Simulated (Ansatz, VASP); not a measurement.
## MgAgH3: VASP beside Ansatz

```
CELL_PARAMETERS angstrom
3.71743 0.00000 0.00000
0.00000 3.71743 0.00000
0.00000 0.00000 3.71743
ATOMIC_POSITIONS crystal
Ag 0.00000 0.00000 0.00000
Mg 0.50000 0.50000 0.50000
H 0.50000 0.50000 0.00000
H 0.50000 0.00000 0.50000
H 0.00000 0.50000 0.50000
```

Alike in both runs: task single point; functional PBEsol; k mesh 6 × 6 × 6; occupations gaussian, width 0.05 eV; no spin polarisation.

|  | VASP | Ansatz |
| --- | --- | --- |
| version | VASP 6.6.1 | Ansatz 0.2.0 |
| potentials or method | VASP PAW PBE potentials, release 64 (Ag, Mg, H), cutoff 600 eV | scalar-relativistic, plane waves, PAW |
| valence electrons in the cell | 16 | 32 |

|  | VASP | Ansatz | Ansatz less VASP |
| --- | --- | --- | --- |
| gap on the k mesh at the Fermi level (eV) | 0.18 | 0.18 | -0.002 |
| least direct gap on the mesh (eV) | 1.46 | 1.45 | -0.003 |
| pressure (GPa) | -0.2 | -0.1 | +0.09 |

VASP's potentials were made for PBE, not for PBEsol. VASP's potentials hold 16 valence electrons a cell and Ansatz's 32, so a difference there can come from the potentials and not from the codes.
